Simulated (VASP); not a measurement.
# W: single point with BLYP

The system is W.

```
W
1.0
     4.74800    0.00000    0.00000
    -2.37400    4.11189    0.00000
     0.00000    0.00000    2.63553
W
3
Direct
  0.00000 0.00000 0.00000
  0.33333 0.66667 0.50000
  0.66667 0.33333 0.50000
```

This isn't the form of W at room conditions, which is bcc.

```
Program                : VASP 6.6.1
Task                   : single point
Functional             : BLYP
Potentials or basis    : VASP PAW PBE potentials, release 64 (W_sv)
Cutoff                 : 520 eV
k mesh                 : 10 × 10 × 16
Occupations            : fermi-dirac, width 0.1 eV
Spin                   : no spin polarisation
Dipole correction      : no
Further INCAR settings : ALGO = Normal; EDIFF = 1e-06; NBANDS = 28
```

```
Pressure               : 1.4 GPa
Band gap on the k mesh : zero (bands 21 and 22 overlap by 0.84 eV)
```

Stress tensor (GPa, compression positive):
```
1.49 0.00 0.00
0.00 1.49 0.00
0.00 0.00 1.37
```

Levels at points of the mesh, in eV from the Fermi level:
```
           k point  band 18  band 19  band 20  band 21  band 22  band 23  band 24  band 25
(0.00, 0.00, 0.00)    -2.25    -2.25    -2.23    -0.32    -0.32     2.03     2.03     2.11
(0.50, 0.00, 0.00)    -2.58    -2.08    -2.05     0.52     0.98     2.18     2.26     2.34
(0.00, 0.00, 0.50)    -2.39    -0.99    -0.99     0.19     0.19     2.89     2.89     3.69
(0.50, 0.00, 0.50)    -2.16    -1.67    -0.21    -0.15     0.29     1.19     2.48     2.94
```

It took 3.2 min on 1 thread of Intel Xeon 8259CL (shared host), peak memory 0.27 GiB.

Caveat: the PAW data sets were made with another functional, which shifts forces and pressure a little; spin-orbit coupling is left out, which moves the levels of the heavy elements.
